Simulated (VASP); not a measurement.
## Y2LuN3: single point with PBE

Crystal: Y2LuN3.

```xyz
6
Lattice="3.2914 0.0000 0.0000 -1.6457 2.8505 0.0000 0.0000 0.0000 8.0674" Properties=species:S:1:pos:R:3 pbc="T T T"
Y     0.0000    1.9003    5.3993
Y     1.6457    0.9502    2.6682
Lu    0.0000    0.0000    0.0000
N     0.0000    1.9003    1.2979
N     1.6457    0.9502    6.7695
N     0.0000    0.0000    4.0337
```

| Item | Value |
| --- | --- |
| Program | VASP 6.6.1 |
| Task | single point |
| Functional | PBE |
| Potentials or basis | VASP PAW PBE potentials, release 64 (Y_sv, Lu, N) |
| Cutoff | 520 eV |
| k mesh | 12 × 12 × 4 |
| Occupations | gaussian, width 0.01 eV |
| Spin | no spin polarisation |
| Dipole correction | no |
| Further INCAR settings | ALGO = Normal; EDIFF = 1e-06; NBANDS = 40 |

```yaml
Pressure: 27.2 GPa
Largest_force: 0.077 eV/Å
Band_gap_on_the_k_mesh: zero (bands 31 and 32 overlap by 0.25 eV)
```

Forces on the atoms (eV/Å):
```
Y    0.000  0.000 -0.009
Y    0.000  0.000  0.009
Lu   0.000  0.000  0.000
N    0.000  0.000  0.077
N    0.000  0.000 -0.077
N    0.000  0.000  0.000
```

Levels at points of the mesh, in eV from the Fermi level:
```csv
k point,band 28,band 29,band 30,band 31,band 32,band 33,band 34,band 35
"(0.00, 0.00, 0.00)",-2.02,0.09,0.09,0.09,3.27,3.31,3.31,4.62
"(0.50, 0.00, 0.00)",-2.07,-1.49,-0.32,-0.32,-0.16,4.10,4.40,6.83
"(0.00, 0.00, 0.50)",-1.07,-1.07,-0.71,-0.71,3.47,3.68,4.03,4.03
"(0.50, 0.00, 0.50)",-1.56,-1.50,-1.06,-0.94,1.50,1.54,6.42,7.26
```

It took 2.2 min on 1 thread of AMD EPYC 9R45 96-Core Processor (Zen 5) (shared host), peak memory 0.31 GiB.

Caveat: the cell stands under pressure; spin-orbit coupling is left out, which moves the levels of the heavy elements.
